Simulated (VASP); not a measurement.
The system is GaP.

```
Ga P
1.0
     0.00000    2.72540    2.72540
     2.72540    0.00000    2.72540
     2.72540    2.72540    0.00000
Ga P
1 1
Direct
  0.00000 0.00000 0.00000
  0.25000 0.25000 0.25000
```

Base run:

- Program: VASP 6.6.1
- Functional: r2SCAN
- Potentials or basis: VASP PAW PBE potentials, release 64 (Ga_d, P)
- Cutoff: 520 eV
- k mesh: 6 × 6 × 6
- Occupations: gaussian, width 0.01 eV
- Spin: no spin polarisation

Its results: band gap on the k mesh 1.91 eV, indirect (least direct gap 2.34 eV); pressure 0.0 GPa.

Task: The run is repeated on the same cell with these changes: functional from r2SCAN to PBE-based screened hybrid; k mesh from 6 × 6 × 6 to 4 × 4 × 4. What comes out?

Result: Band gap on the k mesh 1.89 eV, indirect (least direct gap 2.21 eV); pressure 2.1 GPa.

Several settings changed at once, so the effect can't be laid on one alone.

Caveats: some runs use coarse meshes; the PAW data sets were made with another functional, which shifts forces and pressure a little.

A k mesh can miss the band edges.
